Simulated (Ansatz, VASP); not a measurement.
# Two plane-wave programs on AlNi

Contents of INCAR:

```
PREC     = Accurate       # precision mode
ENCUT    = 520            # plane-wave cutoff, eV
EDIFF    = 1E-6           # SCF threshold, eV
ISMEAR   = 0              # smearing method
SIGMA    = 0.05           # smearing width, eV
LREAL    = False          # projectors in reciprocal space
LASPH    = True           # aspherical terms in the spheres
NELM     = 80             # most SCF steps
ALGO     = Normal         # electronic algorithm
ISIF     = 2              # what is computed and relaxed
LWAVE    = False          # write WAVECAR
LCHARG   = True           # write CHGCAR
LELF     = True           # ELF
LVHAR    = True         
NBANDS   = 14             # bands
```

File KPOINTS:

```
regular mesh
0
Gamma
  14 14 12
```

POSCAR

```
AlNi
1.0
    1.9386940000     -1.9531901500      0.0000000000
    1.9386940000      1.9531901500      0.0000000000
    0.0000000000      0.0000000000      3.0994300400
Al Ni
1 1
Direct
    0.0000000000      0.0000000000      0.0000000000
    0.5000000000      0.5000000000      0.5000000000
```

Input for Ansatz:

```yaml
crystal:
  lattice:
    - [1.938694, -1.95319015, 0.0]
    - [1.938694, 1.95319015, 0.0]
    - [0.0, 0.0, 3.09943004]
  atoms:
    - { symbol: Al, position: [0.0, 0.0, 0.0] }
    - { symbol: Ni, position: [0.5, 0.5, 0.5] }
basis:
  ecutwfc: 420
kpoints:
  mp_grid: { grid: [14, 14, 12] }
hamiltonian:
  xc: lda
scf:
  occupations: { method: gaussian, width: 0.05 }
output:
  forces: true
  eigenvalues: true
  eigenstates:
    nscf_kmesh: { grid: [20, 20, 18] }
    top_band: c6
    de_dk: true
    localisation: true
  stress: true
checkpoint:
  write: ck
  compress: false
  write_wavefunctions: false
  write_every: 100000
```

Alike in both runs: task single point; functional LDA; k mesh 14 × 14 × 12; occupations gaussian, width 0.05 eV; no spin polarisation.

|  | VASP | Ansatz |
| --- | --- | --- |
| version | VASP 6.6.1 | Ansatz 0.2.0 |
| potentials or method | VASP PAW LDA potentials, release 64 (Al, Ni), cutoff 520 eV | scalar-relativistic, plane waves, PAW |
| valence electrons in the cell | 13 | 21 |

VASP gave:

| Property | Result |
| --- | --- |
| pressure (GPa) | -4.6 |
| traceless stress, the component that is largest in VASP (GPa) | -4.20 |

Task: Which values does Ansatz return?

Result: Pressure (GPa): -5.1; traceless stress, the component that is largest in VASP (GPa): -4.10.

LDA's correlation is that of Perdew and Zunger in VASP and of Perdew and Wang (1992) in Ansatz. VASP's potentials hold 13 valence electrons a cell and Ansatz's 21, so a difference there can come from the potentials and not from the codes.
